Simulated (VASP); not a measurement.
Input of a VASP 6.6.1 run:

Contents of POSCAR:

```
SiC
1.0
    0.0000000000      2.1357769489      2.1357769489
    2.1357769489      0.0000000000      2.1357769489
    2.1357769489      2.1357769489      0.0000000000
Si C
1 1
Direct
    0.0000000000      0.0000000000      0.0000000000
    0.7500000000      0.7500000000      0.7500000000
```

File INCAR.step1:

```
SYSTEM = SiC
PREC = Accurate
ENCUT = 520
ISMEAR = 0
SIGMA = 0.01
LREAL = .FALSE.
LASPH = .TRUE.
NELM = 60
NBANDS = 11
GGA = PE
ALGO = Normal
EDIFF = 1E-4
LWAVE = .TRUE.
LCHARG = .FALSE.
```

The input INCAR.step2:

```
SYSTEM = SiC
PREC = Accurate
ENCUT = 520
EDIFF = 1E-7
ISMEAR = 0
SIGMA = 0.01
LREAL = .FALSE.
LASPH = .TRUE.
NELM = 60
ALGO = Normal
ISIF = 2
LWAVE = .FALSE.
LCHARG = .FALSE.
METAGGA = R2SCAN
LMIXTAU = .TRUE.
NBANDS = 11
ISTART = 1
```

KPOINTS

```
regular mesh
0
G
  8 8 8
  0 0 0
```

Potentials or basis: VASP PAW PBE potentials, release 64 (Si, C).

The run is started by

```sh
$ cat potpaw_PBE.64/Si/POTCAR potpaw_PBE.64/C/POTCAR > POTCAR
$ cp INCAR.step1 INCAR
$ mpirun -np 1 vasp_std > vasp.out
$ cp INCAR.step2 INCAR
$ mpirun -np 1 vasp_std > vasp.out
```

Predict the band gap on the k mesh.

1.68 eV, indirect (least direct gap 5.13 eV).

Estimate the pressure.

14.8 GPa.

Caveat: the PAW data sets were made with another functional, which shifts forces and pressure a little. r2SCAN opens gaps a little over a GGA but as a rule still falls short of measured ones.
